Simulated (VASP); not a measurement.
Here is a VASP 6.6.1 calculation.

File INCAR:

```
SYSTEM = Mo
PREC = Accurate
ENCUT = 520
EDIFF = 1E-6
ISMEAR = 0
SIGMA = 0.15
LREAL = .FALSE.
LASPH = .TRUE.
NELM = 60
ALGO = Fast
ISIF = 2
LWAVE = .FALSE.
LCHARG = .FALSE.
GGA = PE
NBANDS = 13
```

File KPOINTS:

```
regular mesh
0
G
  26 26 26
  0 0 0
```

POSCAR

```
Mo
1.0
   -1.6592304070      1.6592304070      1.5012084634
    1.6592304070     -1.6592304070      1.5012084634
    1.6592304070      1.6592304070     -1.5012084634
Mo
1
Direct
    0.0000000000      0.0000000000      0.0000000000
```

Potentials or basis: VASP PAW PBE potentials, release 64 (Mo_sv).

Command:

```sh
$ cat potpaw_PBE.64/Mo_sv/POTCAR > POTCAR
$ mpirun -np 1 vasp_std > vasp.out
```

(1) What does it give for the band gap on the k mesh?

(2) Predict the pressure.

Answers

(1) zero (bands 7 and 8 overlap by 4.77 eV).

(2) -9.1 GPa.

Caveat: the cell differs from its parent crystal (strain +0.050 along x and y, -0.050 along z); the cell stands under tension.
